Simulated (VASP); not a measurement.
Bi: single point with PBE

The system is Bi.

```
Bi
1.0
    -1.98143    1.98143    1.98143
     1.98143   -1.98143    1.98143
     1.98143    1.98143   -1.98143
Bi
1
Direct
  0.00000 0.00000 0.00000
```

```yaml
Program: VASP 6.6.1
Task: single point
Functional: PBE
Potentials_or_basis: VASP PAW PBE potentials, release 64 (Bi_d)
Cutoff: 520 eV
k_mesh: 13 × 13 × 13
Occupations: fermi-dirac, width 0.05 eV
Spin: no spin polarisation
Dipole_correction: no
Further_INCAR_settings: ALGO = Normal; EDIFF = 1e-06; NBANDS = 14
```

| Quantity | Value |
| --- | --- |
| Pressure | 1.0 GPa |

Levels at points of the mesh, in eV from the Fermi level:
```tsv
k point	band 3	band 4	band 5	band 6	band 7	band 8	band 9	band 10	band 11	band 12
(0.00, 0.00, 0.00)	-23.01	-22.88	-22.88	-13.49	5.15	5.15	5.15	9.16	10.50	10.50
```

It took 17 s on 1 thread of AMD EPYC 9R45 96-Core Processor (Zen 5), on a shared host, peak memory 0.14 GiB.

Caveat: spin-orbit coupling is left out, which moves the levels of the heavy elements.
